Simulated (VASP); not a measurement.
A run of VASP 6.6.1 is set up as follows.

Contents of INCAR:

```
SYSTEM = MoS2
PREC = Accurate
ENCUT = 520
EDIFF = 1E-7
ISMEAR = -1
SIGMA = 0.05
LREAL = .FALSE.
LASPH = .TRUE.
NELM = 100
ALGO = Normal
ISIF = 2
LWAVE = .FALSE.
LCHARG = .TRUE.
LELF = .TRUE.
LVHAR = .TRUE.
NBANDS = 20
```

KPOINTS

```
regular mesh
0
G
  10 10 10
  0 0 0
```

The input POSCAR:

```
MoS2
1.0
    1.5693956536      0.9060910031      6.1087235885
   -1.5693956536      0.9060910031      6.1087235885
    0.0000000000     -1.8121820061      6.1087235885
Mo S
1 2
Direct
    0.0000000000      0.0000000000      0.0000000000
    0.4170000000      0.4170000000      0.4170000000
    0.2500000000      0.2500000000      0.2500000000
```

Potentials or basis: VASP PAW LDA potentials, release 64 (Mo_sv, S).

Run with:

```sh
$ cat potpaw_LDA.64/Mo_sv/POTCAR potpaw_LDA.64/S/POTCAR > POTCAR
$ mpirun -np 1 vasp_std > vasp.out
```

Question: What does it give for the band gap on the k mesh?

Answer: 0.87 eV, indirect (least direct gap 2.02 eV).

Question: Predict the pressure.

Answer: 0.9 GPa.

Question: Estimate the largest force.

Answer: 0.447 eV/Å.

Forces on the atoms (eV/Å):
```
Mo   0.000  0.000  0.087
S    0.000  0.000  0.360
S    0.000  0.000 -0.447
```

A k mesh can miss the band edges.
